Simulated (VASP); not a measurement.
A run of VASP 6.6.1 is set up as follows.

File INCAR:

```
  PREC = Accurate
  ENCUT = 600
  EDIFF = 1E-6
  ISMEAR = -1
  SIGMA = 0.08
  LREAL = F
  LASPH = T
  NELM = 60
  ALGO = Normal
  ISIF = 3
  LWAVE = F
  LCHARG = F
  GGA = PE
  IBRION = 2
  NSW = 60
  EDIFFG = -0.005
  PSTRESS = 84.0
```

File KPOINTS:

```
regular mesh
0
Gamma
  13 13 13
```

The input POSCAR:

```
K
1.0
   -2.1078492344      2.1078492344      2.1078492344
    2.1078492344     -2.1078492344      2.1078492344
    2.1078492344      2.1078492344     -2.1078492344
K
1
Direct
    0.0000000000      0.0000000000      0.0000000000
```

Potentials or basis: VASP PAW PBE potentials, release 64 (K_sv).

The run is started by

```console
$ cat potpaw_PBE.64/K_sv/POTCAR > POTCAR
$ mpirun -np 1 vasp_std > vasp.out
```

Question: Predict the relaxed cell.

Answer: a = 3.653 Å, b = 3.653 Å, c = 3.653 Å, α = 109.47°, β = 109.47°, γ = 109.47°.

Question: What does it give for the relaxed volume?

Answer: 37.54 Å³/atom.

Question: Predict the space group after relaxing (to 0.1 Å).

Answer: Im-3m (No. 229).

Question: Predict the band gap on the k mesh.

Answer: Zero (an odd number of electrons rules out a gap without spin polarisation).

Final structure:
```
CELL_PARAMETERS angstrom
-2.10931 2.10931 2.10931
2.10931 -2.10931 2.10931
2.10931 2.10931 -2.10931
ATOMIC_POSITIONS crystal
K 0.00000 0.00000 0.00000
```

Caveat: the cell is relaxed towards a set pressure, so the run minimises the enthalpy, not the energy.
